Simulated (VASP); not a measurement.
SnN2F2, 5 atoms in the cell. The structure is monoclinic, space group C2/m (No. 12). The conventional cell has a = 8.794 Å, b = 5.294 Å, c = 3.737 Å, α = 90.00°, β = 109.59°, γ = 90.00°. Within 3.1 Å of Sn (site symmetry 2/m) lie 4 F at 2.35 Å and 4 N at 2.71 Å. N (site symmetry m) has 1 N at 1.12 Å within 1.5 Å. Within 3.3 Å of F (site symmetry m) lie 2 Sn at 2.35 Å and 4 N at 2.55 to 3.20 Å and 3 F at 2.86 to 3.29 Å. 

```yaml
Program: VASP 6.6.1
Task: single point
Functional: LDA
Potentials_or_basis: VASP PAW LDA potentials, release 64 (Sn_d, N, F)
Cutoff: 520 eV
k_mesh: 4 × 4 × 4
Occupations: gaussian, width 0.01 eV
Spin: no spin polarisation
Dipole_correction: no
Further_INCAR_settings: ALGO = Normal; EDIFF = 1e-07; NBANDS = 27
```

Potentials or basis: VASP PAW LDA potentials, release 64 (Sn_d, N, F).

Run with:

```sh
$ cat potpaw_LDA.64/Sn_d/POTCAR potpaw_LDA.64/N/POTCAR potpaw_LDA.64/F/POTCAR > POTCAR
$ mpirun -np 1 vasp_std > vasp.out
```

Hardware: 1 thread of Intel(R) Xeon(R) Platinum 8488C (Sapphire Rapids), with other jobs on the host.

**Question.** How long does it take, and how much memory?

**Answer.** Run time: 54 s on 1 thread of Intel(R) Xeon(R) Platinum 8488C (Sapphire Rapids), on a shared host, peak memory 0.19 GiB. Counts: scf iterations 14, k points 24.
